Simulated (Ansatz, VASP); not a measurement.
## Si2W: VASP beside Ansatz

INCAR

```
SYSTEM = Si2W
PREC     = Accurate       ! precision mode
ENCUT    = 520            ! plane-wave cutoff, eV
EDIFF    = 1E-6           ! SCF threshold, eV
ISMEAR   = -1             ! smearing method
SIGMA    = 0.05           ! smearing width, eV
LREAL    = .False.        ! projectors in reciprocal space
LASPH    = .True.         ! aspherical terms in the spheres
NELM     = 60             ! most SCF steps
ALGO     = Normal         ! electronic algorithm
ISIF     = 2              ! what is computed and relaxed
LWAVE    = .False.        ! write WAVECAR
LCHARG   = .False.        ! write CHGCAR
GGA      = CA             ! functional
NBANDS   = 18             ! bands
```

File KPOINTS:

```
Automatic mesh
0
Gamma
  12 12 12
  0 0 0
```

POSCAR

```
Si2W
1.0
   -1.6069000000      1.6069000000      3.9149500000
    1.6069000000     -1.6069000000      3.9149500000
    1.6069000000      1.6069000000     -3.9149500000
W Si
1 2
Direct
    0.0000000000      0.0000000000      0.0000000000
    0.6653000000      0.6653000000      0.0000000000
    0.3347000000      0.3347000000      0.0000000000
```

Contents of input.yaml:

```yaml
crystal:
  lattice:
    - [-1.6069, 1.6069, 3.91495]
    - [1.6069, -1.6069, 3.91495]
    - [1.6069, 1.6069, -3.91495]
  atoms:
    - { symbol: W, position: [0.0, 0.0, 0.0] }
    - { symbol: Si, position: [0.6653, 0.6653, 0.0] }
    - { symbol: Si, position: [0.3347, 0.3347, 0.0] }
hamiltonian:
  xc: lda
  pseudopotentials: { kind: paw }
kpoints:
  mp_grid: { grid: [12, 12, 12] }
  band_path:
    path:
      - [[0.0, 0.0, 0.0], [0.0, 0.0, 0.5], [-0.084235521, 0.084235521, 0.5], [-0.2921177605, 0.2921177605, 0.2921177605], [0.0, 0.0, 0.0], [0.5, 0.5, -0.5], [0.2921177605, 0.7078822395, -0.2921177605], [0.0, 0.5, 0.0], [0.25, 0.25, 0.25], [0.5, 0.5, -0.084235521], [0.5, 0.5, -0.5]]
      - [[0.0, 0.0, 0.5], [0.25, 0.25, 0.25]]
    npoints: 14
scf:
  occupations: { method: fermi_dirac, width: 0.05 }
  n_extra_bands: 7
output:
  forces: true
  stress: true
  eigenvalues: true
  fatbands: false
```

Alike in both runs: functional LDA; k mesh 12 × 12 × 12; occupations fermi-dirac, width 0.05 eV; no spin polarisation.

```csv
,VASP,Ansatz
version,VASP 6.6.1,Ansatz 0.2.0
potentials or method,"VASP PAW LDA potentials, release 64 (W_sv, Si)",Ansatz PAW
plane-wave cutoff (eV),520,420
valence electrons in the cell,22,22
task,single point,band structure
```

VASP gave:

| Quantity | Value |
| --- | --- |
| gap on the k mesh at the Fermi level (eV) | none |
| pressure (GPa) | -5.1 |
| rms of the force components (eV/Å) | 0.018 |

Task: What did Ansatz give for the same quantities?

Result: gap on the k mesh at the Fermi level (eV): none; pressure (GPa): -5.8; rms of the force components (eV/Å): 0.024.

LDA's correlation is that of Perdew and Zunger in VASP and of Perdew and Wang (1992) in Ansatz. Atom by atom the forces differ by 0.006 eV/Å (rms over components). A gap of «none» marks a metal or a gap that the smearing closes.

Spin-orbit coupling is off throughout.
